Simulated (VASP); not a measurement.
Set up this calculation in VASP 6.6.1, as the native input.

```
Task                   : single point
Functional             : PBE
Potentials or basis    : VASP PAW PBE potentials, release 64 (B, N)
Cutoff                 : 600 eV
k mesh                 : 16 × 16 × 16
Occupations            : gaussian, width 0.05 eV
Spin                   : no spin polarisation
Dipole correction      : no
Further INCAR settings : ALGO = Normal; EDIFF = 1e-06; NBANDS = 11
```

The structure of BN lies in POSCAR:

```
BN
1.0
    0.0000000000      1.8106359996      1.8106359996
    1.8106359996      0.0000000000      1.8106359996
    1.8106359996      1.8106359996      0.0000000000
B N
1 1
Direct
    0.0000000000      0.0000000000      0.0000000000
    0.7500000000      0.7500000000      0.7500000000
```

The input as run:

INCAR

```
SYSTEM = BN
  PREC = Accurate
  ENCUT = 600
  EDIFF = 1E-6
  ISMEAR = 0
  SIGMA = 0.05
  LREAL = .FALSE.
  LASPH = .TRUE.
  NELM = 120
  ALGO = Normal
  ISIF = 2
  LWAVE = .FALSE.
  LCHARG = .FALSE.
  GGA = PE
  NBANDS = 11
  GGA_COMPAT = .FALSE.
```

KPOINTS

```
regular mesh
0
G
  16 16 16
  0 0 0
```

Potentials or basis: VASP PAW PBE potentials, release 64 (B, N).

Run with:

```console
$ cat potpaw_PBE.64/B/POTCAR potpaw_PBE.64/N/POTCAR > POTCAR
$ mpirun -np 1 vasp_std > vasp.out
```

Results of the run:

```yaml
Pressure: 1.0 GPa
Band_gap_on_the_k_mesh: 4.45 eV (least direct gap 8.79 eV)
```

Run time: 8.3 s on 1 thread of Intel(R) Xeon(R) 6975P-C (Granite Rapids), with other jobs on the host, peak memory 0.13 GiB.
